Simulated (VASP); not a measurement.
SrO:

```
Sr O
1.0
     0.00000    2.65729    2.65729
     2.65729    0.00000    2.65729
     2.65729    2.65729    0.00000
Sr O
1 1
Direct
  0.00000 0.00000 0.00000
  0.50000 0.50000 0.50000
```

This cell differs from its parent crystal: strain +3.0%.

Base run:

| Item | Value |
| --- | --- |
| Program | VASP 6.6.1 |
| Functional | PBE |
| Potentials or basis | VASP PAW PBE potentials, release 64 (Sr_sv, O) |
| Cutoff | 520 eV |
| k mesh | 8 × 8 × 8 |
| Occupations | fermi-dirac, width 0.02 eV |
| Spin | no spin polarisation |

Its results: band gap on the k mesh 3.30 eV, indirect (least direct gap 3.32 eV); pressure -4.6 GPa.

Q: The run is repeated on the same cell with these changes: functional from PBE to r2SCAN; occupations from fermi-dirac, width 0.02 eV to gaussian, width 0.01 eV. What comes out?

A: Band gap on the k mesh 3.77 eV, indirect (least direct gap 3.91 eV); pressure -6.5 GPa.

Caveats: the PAW data sets were made with another functional, which shifts forces and pressure a little (some runs).

A k mesh can miss the band edges.
